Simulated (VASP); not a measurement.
**As: single point with PBEsol**

As, a sheet with vacuum:

```
As
1.0
     3.54410    0.00000    0.00000
    -1.77205    3.06928    0.00000
     0.00000    0.00000   26.60000
As
2
Direct
  0.33333 0.66667 0.26335
  0.66667 0.33333 0.31559
```

- Program: VASP 6.6.1
- Task: single point
- Functional: PBEsol
- Potentials or basis: VASP PAW PBE potentials, release 64 (As)
- Cutoff: 400 eV
- k mesh: 12 × 12 × 1
- Occupations: gaussian, width 0.03 eV
- Spin: no spin polarisation

- Largest force: 0.114 eV/Å
- Band gap on the k mesh: 1.49 eV, indirect (least direct gap 2.08 eV)

Forces in eV/Å, atoms in the order of the input:
```
As   0.000  0.000 -0.114
As   0.000  0.000  0.114
```

Levels at points of the mesh, in eV from the valence-band top:
| k point | band 1 | band 2 | band 3 | band 4 | band 5 | band 6 | band 7 | band 8 | band 9 | band 10 |
| --- | --- | --- | --- | --- | --- | --- | --- | --- | --- | --- |
| (0.00, 0.00, 0.00) | -13.88 | -7.33 | -0.74 | 0.00 | 0.00 | 2.08 | 3.55 | 3.55 | 4.85 | 5.11 |
| (0.50, 0.00, 0.00) | -11.29 | -9.30 | -3.62 | -2.00 | -1.75 | 1.86 | 3.02 | 4.57 | 6.14 | 8.40 |

It took 84 s on 1 thread of Intel Xeon 6975P-C, with other jobs on the host, peak memory 0.3 GiB.

Caveat: the PAW data sets were made with another functional, which shifts forces and pressure a little.
